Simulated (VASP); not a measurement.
Input of a VASP 6.6.1 run:

File INCAR:

```
SYSTEM = Hf3GeW
  PREC = Accurate
  ENCUT = 520
  EDIFF = 1E-6
  ISMEAR = 0
  SIGMA = 0.1
  LREAL = .FALSE.
  LASPH = .TRUE.
  NELM = 100
  ALGO = Fast
  ISIF = 2
  LWAVE = .FALSE.
  LCHARG = .FALSE.
  GGA = PE
  NBANDS = 37
```

KPOINTS

```
Automatic mesh
0
G
  6 6 4
  0 0 0
```

POSCAR

```
Hf3GeW
1.0
    4.4049438335     -0.0000000029      0.0000000000
   -2.2024719142      3.8147932635      0.0000000000
    0.0000000000      0.0000000000      6.6175551253
Hf Ge W
3 1 1
Direct
    0.6666666667      0.3333333333      0.2651803693
    0.6666666667      0.3333333333      0.7348196307
    0.0000000000      0.0000000000      0.0000000000
    0.0000000000      0.0000000000      0.5000000000
    0.3333333333      0.6666666667      0.0000000000
```

Potentials or basis: VASP PAW PBE potentials, release 64 (Hf_pv, Ge_d, W_sv).

Run with:

```console
$ cat potpaw_PBE.64/Hf_pv/POTCAR potpaw_PBE.64/Ge_d/POTCAR potpaw_PBE.64/W_sv/POTCAR > POTCAR
$ mpirun -np 1 vasp_std > vasp.out
```

(1) What does it give for the pressure?

(2) Estimate the largest force.

Results:

(1) -0.5 GPa.

(2) 0.024 eV/Å.
